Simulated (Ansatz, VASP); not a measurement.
## One calculation of Zr3C2, two programs

```
Zr C
1.0
     5.71591    0.00000    0.00000
    -2.85796    4.95012    0.00000
     0.00000    0.00000    4.42787
Zr C
3 2
Direct
  0.65928 0.00000 0.00000
  0.34072 0.34072 0.00000
  0.00000 0.65928 0.00000
  0.00000 0.00000 0.18353
  0.00000 0.00000 0.81647
```

Alike in both runs: functional PBE; k mesh 12 × 12 × 8; occupations gaussian, width 0.1 eV; no spin polarisation.

Ansatz relaxed the structure, and its values are those at the end. VASP's run is a single point on that final structure, the one shown.

|  | VASP | Ansatz |
| --- | --- | --- |
| version | VASP 6.6.1 | Ansatz 0.2.0 |
| potentials or method | VASP PAW PBE potentials, release 64 (Zr_sv, C), cutoff 520 eV | scalar-relativistic, plane waves, PAW |
| valence electrons in the cell | 44 | 44 |

|  | VASP | Ansatz | Ansatz less VASP |
| --- | --- | --- | --- |
| gap on the k mesh at the Fermi level (eV) | none | none | - |
| pressure (GPa) | 0.1 | 0.0 | -0.10 |
| rms of the force components (eV/Å) | 0.029 | 0.003 | -0.0265 |

A gap of «none» marks a metal or a gap that the smearing closes. The functional is the same, so the differences come from potentials, cutoffs and numerics.
